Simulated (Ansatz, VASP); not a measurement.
# One calculation of Ge, two programs

```
Ge
1.0
     0.00000    2.83640    2.83640
     2.83640    0.00000    2.83640
     2.83640    2.83640    0.00000
Ge
2
Direct
  0.00000 0.00000 0.00000
  0.25000 0.25000 0.25000
```

Alike in both runs: functional r2SCAN; k mesh 10 × 10 × 10; occupations gaussian, width 0.02 eV; no spin polarisation.

Ansatz relaxed the structure, and its values are those at the end. VASP's run is a single point on that final structure, the one shown.

|  | VASP | Ansatz |
| --- | --- | --- |
| version | VASP 6.6.1 | Ansatz 0.2.0 |
| potentials or method | VASP PAW PBE potentials, release 64 (Ge_d), cutoff 520 eV | scalar-relativistic, plane waves, PAW |
| valence electrons in the cell | 28 | 28 |

```tsv
	VASP	Ansatz	Ansatz less VASP
gap on the k mesh at the Fermi level (eV)	0.33	0.36	+0.037
least direct gap on the mesh (eV)	0.33	0.36	+0.037
pressure (GPa)	0.1	0.0	-0.11
```

VASP's potentials were made for PBE, not for r2SCAN. The functional is the same, so the differences come from potentials, cutoffs and numerics.
